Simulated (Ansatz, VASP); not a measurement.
# CaS in VASP and in Ansatz

File INCAR:

```
SYSTEM = CaS
ALGO = Normal ; EDIFF = 1E-6
ENCUT = 500 ; GGA = PE
GGA_COMPAT = .False. ; ISIF = 2
ISMEAR = 0 ; LASPH = .True.
LCHARG = .False. ; LREAL = .False.
LWAVE = .False. ; NBANDS = 15
NELM = 120 ; PREC = Accurate
SIGMA = 0.02
```

The input KPOINTS:

```
k-points
0
Gamma
  8 8 8
  0 0 0
```

The input POSCAR:

```
CaS
1.0
    0.0000000000      2.7368897183      2.7368897183
    2.7368897183      0.0000000000      2.7368897183
    2.7368897183      2.7368897183      0.0000000000
Ca S
1 1
Direct
    0.0000000000      0.0000000000      0.0000000000
    0.5000000000      0.5000000000      0.5000000000
```

Input for Ansatz:

```yaml
crystal:
  lattice:
    - [0.0, 2.7368897183, 2.7368897183]
    - [2.7368897183, 0.0, 2.7368897183]
    - [2.7368897183, 2.7368897183, 0.0]
  atoms:
    - { symbol: Ca, position: [0.0, 0.0, 0.0] }
    - { symbol: S, position: [0.5, 0.5, 0.5] }
basis:
  ecutwfc: 420
kpoints:
  mp_grid: { grid: [8, 8, 8] }
hamiltonian:
  xc: pbe
scf:
  occupations: { method: gaussian, width: 0.02 }
output:
  forces: true
  stress: true
  eigenvalues: true
```

Alike in both runs: task single point; functional PBE; k mesh 8 × 8 × 8; occupations gaussian, width 0.02 eV; no spin polarisation.

```csv
,VASP,Ansatz
version,VASP 6.6.1,Ansatz 0.2.0
potentials or method,"VASP PAW PBE potentials, release 64 (Ca_sv, S), cutoff 500 eV","scalar-relativistic, plane waves, PAW"
valence electrons in the cell,16,16
```

|  | VASP | Ansatz | Ansatz less VASP |
| --- | --- | --- | --- |
| gap on the k mesh at the Fermi level (eV) | 2.04 | 2.04 | +0.008 |
| least direct gap on the mesh (eV) | 2.92 | 2.93 | +0.008 |
| pressure (GPa) | 9.7 | 9.5 | -0.25 |
